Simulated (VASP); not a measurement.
# CdTeSe4 (P6/mmm) in VASP: a series of runs

Runs on CdTeSe4. Level: PBE. Tasks: single point, relaxation of cell and atoms.

All numbers are computed with VASP 6.6.1; they aren't measurements. Logs are shortened: lines on timing, memory, paths and dates and some standing lists are left out, and cuts for length are marked.

### 1 The cell of the first run

Symmetry: P6/mmm, No. 191, hexagonal system. The conventional cell has a = 5.653 Å, b = 5.653 Å, c = 4.240 Å, α = 90.00°, β = 90.00°, γ = 120.00°. Cd (site symmetry 6/mmm) has 2 Te at 2.12 Å within 2.8 Å. Within 2.8 Å of Te (site symmetry 6/mmm) lie 2 Cd at 2.12 Å. Se (site symmetry -6m2) has 2 Se at 2.12 Å within 2.8 Å. Within 2.8 Å of Se (site symmetry -6m2) lie 2 Se at 2.12 Å.

The cell was built from a structure type or drawn by symmetry, and may not be a known phase.

### 2 Single point, PBE

INCAR

```
PREC     = Accurate       # precision mode
ENCUT    = 520            # plane-wave cutoff, eV
EDIFF    = 1E-6           # SCF threshold, eV
ISMEAR   = 0              # smearing method
SIGMA    = 0.1            # smearing width, eV
LREAL    = False          # projectors in reciprocal space
LASPH    = True           # aspherical terms in the spheres
NELM     = 80             # most SCF steps
ALGO     = Normal         # electronic algorithm
ISIF     = 2              # what is computed and relaxed
LWAVE    = False          # write WAVECAR
LCHARG   = False          # write CHGCAR
GGA      = PE             # functional
NBANDS   = 30             # bands
```

KPOINTS

```
Automatic mesh
0
Gamma
  6 6 4
```

POSCAR

```
CdTeSe4
1.0
    5.6527591300      0.0000000000      0.0000000000
   -2.8263795600      4.8954330100      0.0000000000
    0.0000000000      0.0000000000      4.2403753900
Cd Te Se
1 1 4
Direct
    0.0000000000      0.0000000000      0.0000000000
    0.0000000000      0.0000000000      0.5000000000
    0.3333333300      0.6666666700      0.0000000000
    0.6666666700      0.3333333300      0.0000000000
    0.3333333300      0.6666666700      0.5000000000
    0.6666666700      0.3333333300      0.5000000000
```

Potentials or basis: VASP PAW PBE potentials, release 64 (Cd, Te, Se).

Run with:

```sh
> cat potpaw_PBE.64/Cd/POTCAR potpaw_PBE.64/Te/POTCAR potpaw_PBE.64/Se/POTCAR > POTCAR
> mpirun -np 1 vasp_std > vasp.out
```

OUTCAR:

```text
PREC = Accurate
   ENCUT = 520
   EDIFF = 1E-6
   ISMEAR = 0
   LREAL = False
   LASPH = True
   NELM = 80
   ISIF = 2
   GGA = PE

 ion  position               nearest neighbor table
   1  0.000  0.000  0.000-   2 2.12   2 2.12   4 3.26   3 3.26   3 3.26   4 3.26   4 3.26   3 3.26

   2  0.000  0.000  0.500-   1 2.12   1 2.12
   3  0.333  0.667  0.000-   5 2.12   5 2.12   1 3.26   1 3.26   1 3.26
   4  0.667  0.333  0.000-   6 2.12   6 2.12   1 3.26   1 3.26   1 3.26
   5  0.333  0.667  0.500-   3 2.12   3 2.12
   6  0.667  0.333  0.500-   4 2.12   4 2.12

  LATTYP: Found a hexagonal cell.
 ALAT       =     5.6527591300
 C/A-ratio  =     0.7501425928

  Lattice vectors:

 A1 = (   5.6527591300,   0.0000000000,   0.0000000000)
 A2 = (  -2.8263795600,   4.8954330100,   0.0000000000)
 A3 = (   0.0000000000,   0.0000000000,   4.2403753900)

Analysis of symmetry for initial positions (statically):
=====================================================================
 Subroutine PRICEL returns:
 Original cell was already a primitive cell.

 Routine SETGRP: Setting up the symmetry group for a
 hexagonal supercell.

 Subroutine GETGRP returns: Found 24 space group operations
 (whereof 24 operations were pure point group operations)
 out of a pool of 24 trial point group operations.

The static configuration has the point symmetry D_6h.

Analysis of symmetry for dynamics (positions and initial velocities):
=====================================================================
 Subroutine PRICEL returns:
 Original cell was already a primitive cell.

 Routine SETGRP: Setting up the symmetry group for a
 hexagonal supercell.

 Subroutine GETGRP returns: Found 24 space group operations
 (whereof 24 operations were pure point group operations)
 out of a pool of 24 trial point group operations.

The dynamic configuration has the point symmetry D_6h.

 Subroutine INISYM returns: Found 24 space group operations
 (whereof 24 operations are pure point group operations),
 and found     1 'primitive' translations

----------------------------------------------------------------------------------------

                                     Primitive cell

  volume of cell :     117.3427
[... 91 lines left out ...]
   ENCUT  =  520.0 eV  38.22 Ry    6.18 a.u.  10.51 10.51  7.88*2*pi/ulx,y,z
   NELM   =     80;   NELMIN=  2; NELMDL= -5     # of ELM steps
   EDIFF  = 0.1E-05   stopping-criterion for ELM
   LREAL  =      F    real-space projection
   EDIFFG = 0.1E-04   stopping-criterion for IOM
   NSW    =      0    number of steps for IOM
   IBRION =     -1    ionic relax: 0-MD 1-quasi-New 2-CG
   NFREE  =      0    steps in history (QN), initial steepest desc. (CG)
   ISIF   =      2    stress and relaxation
   ISYM   =      2    0-nonsym 1-usesym 2-fastsym
   POTIM  = 0.5000    time-step for ionic-motion
   TEBEG  =    0.0;   TEEND  =   0.0 temperature during run
   PSTRESS=    0.0 pullay stress
   NELECT =      42.0000    total number of electrons
   NUPDOWN=      -1.0000    fix difference up-down
   EMIN   =  10.00;   EMAX   =-10.00  energy-range for DOS
   EFERMI =   0.00;   METHOD = LEGACY
   ISMEAR =     0;   SIGMA  =   0.10  broadening in eV -4-tet -1-fermi 0-gaus
   EFERMI_NEDOS =   21; number of points for ismear=-14 and -15
   IALGO  =     38    algorithm
   IMIX   =      4    mixing-type and parameters
     AMIX     =   0.40;   BMIX     =  1.00
     AMIX_MAG =   1.60;   BMIX_MAG =  1.00
  volume/ion in A,a.u.               =      19.56       131.98
  Fermi-wavevector in a.u.,A,eV,Ry     =   1.162356  2.196535 18.382455  1.351072
  Thomas-Fermi vector in A             =   2.298918
   LORBIT       =      0    0 simple, 1 ext, 2 COOP (PROOUT), +10 PAW based schemes
   GGA     = PE    functional components
   LHFCALC =     F    Hartree Fock is set to
   AEXX    =    0.0000 exact exchange contribution
   IVDW    =     0    specifies the selected vdW correction
   LEPSILON=     F    determine dielectric tensor
   LRPA    =     F    only Hartree local field effects (RPA)
 non-spin polarized calculation
 Gauss-broadening in eV      SIGMA  =   0.10
  energy-cutoff  :      520.00
  volume of cell :      117.34
 maximum number of plane-waves:      3188
   NGX = 21   NGY = 21   NGZ = 15

 number of electron      42.0000009 magnetization

 Free energy of the ion-electron system (eV)
  ---------------------------------------------------
  ext. energy  EPLUGINS =         0.00000000
  ---------------------------------------------------
  free energy    TOTEN  =        -6.52506293 eV

  energy without entropy =       -6.50727705  energy(sigma->0) =       -6.51616999

 E-fermi :   6.9782     XC(G=0): -10.8132

 val. band max:        6.9608081493   @ k =   0.1667   0.0000   0.2500
 cond. band min:       7.0217242757   @ k =   0.1667   0.1667   0.2500
 fundamental gap:      0.0609161263
 Fermi energy:         6.9782311748

 k-point     1 :       0.0000    0.0000    0.0000
  band No.  band energies     occupation
      1     -11.2198      2.00000
      2     -10.0388      2.00000
      3      -7.7724      2.00000
      4      -3.7637      2.00000
      5      -3.7637      2.00000
      6      -3.0195      2.00000
[... 682 lines left out ...]
     29      13.0380      0.00000
     30      13.5313      0.00000

------------------------ aborting loop because EDIFF is reached ----------------------------------------

  FORCE on cell =-STRESS in cart. coord.  units (eV):
  Direction    XX          YY          ZZ          XY          YZ          ZX
  --------------------------------------------------------------------------------------
  -------------------------------------------------------------------------------------
  Total        9.4571003      9.4571004     98.8014763      0.0000000     -0.0000000      0.0000000
  in kB      129.1256980    129.1256981   1349.0191622      0.0000001     -0.0000000      0.0000000
  external PRESSURE =     535.7568528 kB  Pullay stress =       0.0000000 kB

 VOLUME and BASIS-vectors are now :
 -----------------------------------------------------------------------------
  energy-cutoff  :      520.00
  volume of cell :      117.34
      direct lattice vectors                 reciprocal lattice vectors
     5.652759130  0.000000000  0.000000000     0.176904760  0.102136011  0.000000000
    -2.826379560  4.895433010  0.000000000     0.000000000  0.204272022  0.000000000
     0.000000000  0.000000000  4.240375390     0.000000000  0.000000000  0.235828177

 POSITION                                       TOTAL-FORCE (eV/Angst)
 -----------------------------------------------------------------------------------
      0.00000      0.00000      0.00000         0.000000      0.000000     -0.000000
      0.00000      0.00000      2.12019         0.000000      0.000000     -0.000000
     -0.00000      3.26362      0.00000        -0.000000     -0.000000     -0.000000
      2.82638      1.63181      0.00000         0.000000      0.000000      0.000000
     -0.00000      3.26362      2.12019        -0.000000      0.000000     -0.000000
      2.82638      1.63181      2.12019         0.000000      0.000000     -0.000000
 -----------------------------------------------------------------------------------
    total drift:                                0.000000     -0.000000     -0.000000

  FREE ENERGIE OF THE ION-ELECTRON SYSTEM (eV)
  ---------------------------------------------------
  free  energy   TOTEN  =        -6.5250629330 eV

  energy  without entropy=       -6.5072770460  energy(sigma->0) =       -6.51616999
```

Wall time 30 s (1 thread of Intel Xeon 6975P-C (Granite Rapids), shared host); peak memory 0.26 GiB.

What came out:

```
Free energy            : -6.5251 eV
Pressure               : 53.6 GPa
Band gap on the k mesh : zero (bands 21 and 22 overlap by 0.99 eV)
```

Levels at points of the mesh, in eV from the Fermi level:
```csv
k point,band 17,band 18,band 19,band 20,band 21,band 22,band 23,band 24,band 25,band 26
"(0.00, 0.00, 0.00)",-3.61,-0.97,-0.97,-0.50,-0.50,1.35,1.35,1.90,4.61,4.61
"(0.50, 0.00, 0.00)",-3.68,-2.14,-2.14,-0.92,-0.69,1.38,2.19,3.32,3.98,4.40
"(0.00, 0.00, 0.50)",-3.86,-3.00,-3.00,0.34,0.34,1.21,1.21,1.45,1.47,3.83
"(0.50, 0.00, 0.50)",-2.36,-1.85,-1.55,-0.38,0.14,0.68,1.07,1.07,1.09,2.94
```

Caveat: the k points lie up to 0.37 Å⁻¹ apart, too coarse for converged energies and pressures of a metal; spin-orbit coupling is left out, which moves the levels of the heavy elements.

### 3 Single point, PBE

This run uses another cell than the first one, of 23.83 Å³/atom.

INCAR

```
PREC = Accurate
ENCUT = 520
EDIFF = 1E-6
ISMEAR = 0
SIGMA = 0.1
LREAL = F
LASPH = T
NELM = 80
ALGO = Normal
ISIF = 2
LWAVE = F
LCHARG = F
GGA = PE
NBANDS = 30
```

KPOINTS is that of step 2.

POSCAR

```
CdTeSe4
1.0
    5.4428214540     -0.0000000028      0.0000000000
   -2.7214107246      4.7136216488      0.0000000000
    0.0000000000      0.0000000000      5.5722176818
Cd Te Se
1 1 4
Direct
    0.0000000000      0.0000000000      0.0000000000
    0.0000000000      0.0000000000      0.5000000000
    0.3333333333      0.6666666667      0.0000000000
    0.6666666667      0.3333333333      0.0000000000
    0.3333333333      0.6666666667      0.5000000000
    0.6666666667      0.3333333333      0.5000000000
```

Potentials or basis: VASP PAW PBE potentials, release 64 (Cd, Te, Se).

Run with:

```sh
> cat potpaw_PBE.64/Cd/POTCAR potpaw_PBE.64/Te/POTCAR potpaw_PBE.64/Se/POTCAR > POTCAR
> mpirun -np 1 vasp_std > vasp.out
```

OUTCAR:

```text
PREC = Accurate
   ENCUT = 520
   EDIFF = 1E-6
   ISMEAR = 0
   LREAL = F
   LASPH = T
   NELM = 80
   ISIF = 2
   GGA = PE

 ion  position               nearest neighbor table
   1  0.000  0.000  0.000-   2 2.79   2 2.79   4 3.14   3 3.14   3 3.14   4 3.14   4 3.14   3 3.14

   2  0.000  0.000  0.500-   1 2.79   1 2.79   6 3.14   5 3.14   5 3.14   6 3.14   6 3.14   5 3.14

   3  0.333  0.667  0.000-   5 2.79   5 2.79   1 3.14   1 3.14   1 3.14
   4  0.667  0.333  0.000-   6 2.79   6 2.79   1 3.14   1 3.14   1 3.14
   5  0.333  0.667  0.500-   3 2.79   3 2.79   2 3.14   2 3.14   2 3.14
   6  0.667  0.333  0.500-   4 2.79   4 2.79   2 3.14   2 3.14   2 3.14

  LATTYP: Found a hexagonal cell.
 ALAT       =     5.4428214540
 C/A-ratio  =     1.0237737410

  Lattice vectors:

 A1 = (   5.4428214540,  -0.0000000028,   0.0000000000)
 A2 = (  -2.7214107246,   4.7136216488,   0.0000000000)
 A3 = (   0.0000000000,   0.0000000000,   5.5722176818)

Analysis of symmetry for initial positions (statically):
=====================================================================
 Subroutine PRICEL returns:
 Original cell was already a primitive cell.

[... 177 lines left out ...]
 fundamental gap:      0.0775358927
 Fermi energy:         4.6571744640

 k-point     1 :       0.0000    0.0000    0.0000
  band No.  band energies     occupation
      1     -10.3097      2.00000
      2      -8.2265      2.00000
      3      -8.0413      2.00000
      4      -6.2443      2.00000
      5      -5.9447      2.00000
      6      -3.9330      2.00000
[... 682 lines left out ...]
     29      10.0450      0.00000
     30      11.6814      0.00000

------------------------ aborting loop because EDIFF is reached ----------------------------------------

  FORCE on cell =-STRESS in cart. coord.  units (eV):
  Direction    XX          YY          ZZ          XY          YZ          ZX
  --------------------------------------------------------------------------------------
  -------------------------------------------------------------------------------------
  Total        0.0493613      0.0493613      0.0315567     -0.0000000     -0.0000000     -0.0000000
  in kB        0.5532107      0.5532107      0.3536681     -0.0000000     -0.0000000     -0.0000000
  external PRESSURE =       0.4866965 kB  Pullay stress =       0.0000000 kB

 VOLUME and BASIS-vectors are now :
 -----------------------------------------------------------------------------
  energy-cutoff  :      520.00
  volume of cell :      142.96
      direct lattice vectors                 reciprocal lattice vectors
     5.442821454 -0.000000003  0.000000000     0.183728239  0.106075548  0.000000000
    -2.721410725  4.713621649  0.000000000     0.000000000  0.212151096  0.000000000
     0.000000000  0.000000000  5.572217682     0.000000000  0.000000000  0.179461761

 POSITION                                       TOTAL-FORCE (eV/Angst)
 -----------------------------------------------------------------------------------
      0.00000      0.00000      0.00000         0.000000      0.000000      0.000000
      0.00000      0.00000      2.78611         0.000000      0.000000      0.000000
      0.00000      3.14241      0.00000         0.000000      0.000000     -0.000000
      2.72141      1.57121      0.00000         0.000000     -0.000000      0.000000
      0.00000      3.14241      2.78611        -0.000000      0.000000      0.000000
      2.72141      1.57121      2.78611        -0.000000      0.000000     -0.000000
 -----------------------------------------------------------------------------------
    total drift:                                0.000000     -0.000000     -0.000000

  FREE ENERGIE OF THE ION-ELECTRON SYSTEM (eV)
  ---------------------------------------------------
  free  energy   TOTEN  =       -17.0370174146 eV

  energy  without entropy=      -17.0263112003  energy(sigma->0) =      -17.03166431
```

It took 34 s on 1 thread of Intel Xeon 6975P-C (Granite Rapids), shared host; peak memory 0.29 GiB.

What came out:

* Free energy: -17.0370 eV
* Pressure: 0.0 GPa
* Band gap on the k mesh: zero (bands 21 and 22 overlap by 1.89 eV)

Caveat: spin-orbit coupling is left out, which moves the levels of the heavy elements.

### 4 Relaxation of cell and atoms, PBE

INCAR

```
PREC = Accurate
ENCUT = 600
EDIFF = 1E-6
ISMEAR = 0
SIGMA = 0.1
LREAL = False
LASPH = True
NELM = 60
ALGO = Normal
ISIF = 3
LWAVE = False
LCHARG = False
GGA = PE
IBRION = 2
NSW = 90
EDIFFG = -0.04
```

KPOINTS

```
regular mesh
0
Gamma
  6 6 4
```

POSCAR

```
CdTeSe4
1.0
    5.6527591300      0.0000000000      0.0000000000
   -2.8263795600      4.8954330100      0.0000000000
    0.0000000000      0.0000000000      4.2403753900
Cd Te Se
1 1 4
Direct
    0.0000000000      0.0000000000      0.0000000000
    0.0000000000      0.0000000000      0.5000000000
    0.3333333300      0.6666666700      0.0000000000
    0.6666666700      0.3333333300      0.0000000000
    0.3333333300      0.6666666700      0.5000000000
    0.6666666700      0.3333333300      0.5000000000
```

Run with:

```sh
> cat potpaw_PBE.64/Cd/POTCAR potpaw_PBE.64/Te/POTCAR potpaw_PBE.64/Se/POTCAR > POTCAR
> mpirun -np 1 vasp_std > vasp.out
```

It took 3.7 min on 1 thread of Intel Xeon 6975P-C (Granite Rapids), shared host; peak memory 0.34 GiB.

The run converged. Its results:

| Property | Result |
| --- | --- |
| Free energy | -17.0272 eV |
| Relaxed volume | 23.84 Å³/atom |
| Relaxed cell | a = 5.448 Å, b = 5.448 Å, c = 5.564 Å, α = 90.00°, β = 90.00°, γ = 120.00° |
| Space group after relaxing (to 0.1 Å) | P6/mmm (No. 191) |
| Energy gained by relaxing | 1750.2 meV/atom |
| Ionic steps | 8 |
| Pressure after relaxing | 0.0 GPa |
| Band gap on the k mesh | zero (bands 21 and 22 overlap by 1.87 eV) |

Stress tensor (GPa, compression positive):
```
-0.09  0.00  0.00
 0.00 -0.09  0.00
 0.00  0.00  0.22
```

Step by step:
| step | energy change (eV) | largest force (eV/Å) | pressure (GPa) | volume (Å³) |
| --- | --- | --- | --- | --- |
| 1 | 0.0000 | 0.0000 | 53.55 | 117.34 |
| 2 | -5.3667 | 0.0000 | -9.69 | 243.72 |
| 3 | -6.5058 | 0.0000 | -9.39 | 223.63 |
| 4 | -7.3945 | 0.0000 | -9.28 | 208.60 |
| 5 | -10.0416 | 0.0000 | -3.82 | 160.82 |
| 6 | -10.0422 | 0.0000 | -3.23 | 159.39 |
| 7 | -10.4354 | 0.0000 | -1.57 | 148.43 |
| 8 | -10.5015 | 0.0000 | 0.01 | 143.02 |

Final structure:
```yaml
crystal:
  lattice:
    - [5.44814, 0.00000, 0.00000]
    - [-2.72407, 4.71822, 0.00000]
    - [0.00000, 0.00000, 5.56363]
  atoms:
    - { symbol: Cd, position: [0.00000, 0.00000, 0.00000] }
    - { symbol: Te, position: [0.00000, 0.00000, 0.50000] }
    - { symbol: Se, position: [0.33333, 0.66667, 0.00000] }
    - { symbol: Se, position: [0.66667, 0.33333, 0.00000] }
    - { symbol: Se, position: [0.33333, 0.66667, 0.50000] }
    - { symbol: Se, position: [0.66667, 0.33333, 0.50000] }
```

Levels at points of the mesh, in eV from the Fermi level:
```
           k point  band 19  band 20  band 21  band 22  band 23  band 24
(0.00, 0.00, 0.00)    -2.23    -0.88    -0.88    -0.66     2.45     2.45
(0.50, 0.00, 0.00)    -0.79    -0.51     0.35     0.56     1.12     1.59
(0.00, 0.00, 0.50)    -2.13    -1.63    -1.63    -0.74    -0.62     2.62
(0.50, 0.00, 0.50)    -1.24    -1.02    -0.97    -0.32     0.35     0.54
```

Caveat: the k points lie up to 0.28 Å⁻¹ apart in the final cell, too coarse for converged energies and pressures of a metal; the volume moved by over 15 % at a fixed basis, so the end points are rough; spin-orbit coupling is left out, which moves the levels of the heavy elements.

[end of part 1 of 2]
